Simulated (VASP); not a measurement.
Wanted: the native input for a VASP 6.6.1 run.

```yaml
Task: relaxation of cell and atoms
Functional: PBEsol
Potentials_or_basis: VASP PAW PBE potentials, release 64 (Sn_d, Se)
Cutoff: 600 eV
k_mesh: 4 × 4 × 3
Occupations: fermi-dirac, width 0.01 eV
Spin: no spin polarisation
Target_pressure: 30 GPa
Dipole_correction: no
Further_INCAR_settings: ALGO = Normal; EDIFF = 1e-07; IBRION = 2; EDIFFG = -0.02; NSW = 80; ISIF = 3
```

The structure of SnSe lies in POSCAR:

```
SnSe
1.0
    4.5500000000      0.0000000000      0.0000000000
   -2.2750000000      3.9404155872      0.0000000000
    0.0000000000      0.0000000000      7.4301500000
Sn Se
2 2
Direct
    0.3333333333      0.6666666667      0.0000000000
    0.6666666667      0.3333333333      0.5000000000
    0.3333333333      0.6666666667      0.3750000000
    0.6666666667      0.3333333333      0.8750000000
```

One way to write it, as run:

INCAR

```
SYSTEM = SnSe
  PREC = Accurate
  ENCUT = 600
  EDIFF = 1E-7
  ISMEAR = -1
  SIGMA = 0.01
  LREAL = .FALSE.
  LASPH = .TRUE.
  NELM = 100
  ALGO = Normal
  ISIF = 3
  LWAVE = .FALSE.
  LCHARG = .FALSE.
  GGA = PS
  IBRION = 2
  NSW = 80
  EDIFFG = -0.02
  PSTRESS = 300.0
```

KPOINTS

```
regular mesh
0
G
  4 4 3
  0 0 0
```

Potentials or basis: VASP PAW PBE potentials, release 64 (Sn_d, Se).

Run with:

```console
$ cat potpaw_PBE.64/Sn_d/POTCAR potpaw_PBE.64/Se/POTCAR > POTCAR
$ mpirun -np 1 vasp_std > vasp.out
```

Results of the run:

```json
{
 "Relaxed volume": "18.31 Å³/atom",
 "Relaxed cell": "a = 2.910 Å, b = 2.910 Å, c = 9.984 Å, α = 90.00°, β = 90.00°, γ = 120.00°",
 "Space group after relaxing (to 0.1 Å)": "P6_3mc (No. 186)",
 "Energy change on relaxing (the run minimises the enthalpy)": "+635.8 meV/atom",
 "Ionic steps": "40",
 "Pressure after relaxing": "30.0 GPa",
 "Band gap on the k mesh": "zero (bands 20 and 21 overlap by 3.64 eV)"
}
```

Caveat: the k points lie up to 0.62 Å⁻¹ apart in the final cell, too coarse for converged energies and pressures of a metal; the cell is relaxed towards a set pressure, so the run minimises the enthalpy, not the energy; the volume moved by over 15 % at a fixed basis, so the end points are rough; the PAW data sets were made with another functional, which shifts forces and pressure a little; spin-orbit coupling is left out, which moves the levels of the heavy elements.

Run time: 17 min on 1 thread of Intel(R) Xeon(R) Platinum 8488C (Sapphire Rapids) (shared host), peak memory 0.3 GiB.
